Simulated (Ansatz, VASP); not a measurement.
One calculation of Ru, two programs

POSCAR

```
Ru
1.0
    2.7058000000      0.0000000000      0.0000000000
   -1.3529000000      2.3432915400      0.0000000000
    0.0000000000      0.0000000000      4.2819000000
Ru
2
Direct
    0.3333333300      0.6666666700      0.2500000000
    0.6666666700      0.3333333300      0.7500000000
```

The input INCAR.step1:

```
SYSTEM = Ru
ALGO = Normal
EDIFF = 1E-5
ENCUT = 550
GGA = PE
GGA_COMPAT = .FALSE.
ISMEAR = -1
LASPH = .TRUE.
LCHARG = .FALSE.
LREAL = .FALSE.
LWAVE = .TRUE.
NBANDS = 21
NELM = 120
PREC = Accurate
SIGMA = 0.3
```

INCAR.step2

```
SYSTEM = Ru
ALGO = Normal
EDIFF = 1E-6
ENCUT = 550
GGA_COMPAT = .FALSE.
ISIF = 2
ISMEAR = -1
ISTART = 1
LASPH = .TRUE.
LCHARG = .FALSE.
LMIXTAU = .TRUE.
LREAL = .FALSE.
LWAVE = .FALSE.
METAGGA = R2SCAN
NBANDS = 21
NELM = 120
PREC = Accurate
SIGMA = 0.3
```

The input KPOINTS:

```
k-points
0
G
  14 14 8
  0 0 0
```

Input for Ansatz:

```yaml
crystal:
  lattice:
    - [2.7058, 0.0, 0.0]
    - [-1.3529, 2.34329154, 0.0]
    - [0.0, 0.0, 4.2819]
  atoms:
    - { symbol: Ru, position: [0.33333333000000004, 0.66666667, 0.25] }
    - { symbol: Ru, position: [0.66666667, 0.33333333, 0.75] }
basis:
  ecutwfc: 530.0
kpoints:
  mp_grid:
    grid: [14, 14, 8]
hamiltonian:
  xc: r2scan
scf:
  occupations:
    method: fermi_dirac
    width: 0.3
output:
  forces: true
  stress: true
```

Alike in both runs: task single point; functional r2SCAN; k mesh 14 × 14 × 8; occupations fermi-dirac, width 0.3 eV; no spin polarisation.

```csv
,VASP,Ansatz
version,VASP 6.6.1,Ansatz 0.2.0
potentials or method,"VASP PAW PBE potentials, release 64 (Ru_pv), cutoff 550 eV","plane waves, PAW"
valence electrons in the cell,28,32
```

```tsv
	VASP	Ansatz	Ansatz less VASP
pressure (GPa)	1.8	0.4	-1.48
traceless stress, the component that is largest in VASP (GPa)	-0.43	-0.53	-0.103
```

VASP's potentials were made for PBE, not for r2SCAN. VASP's potentials hold 28 valence electrons a cell and Ansatz's 32, so a difference there can come from the potentials and not from the codes.
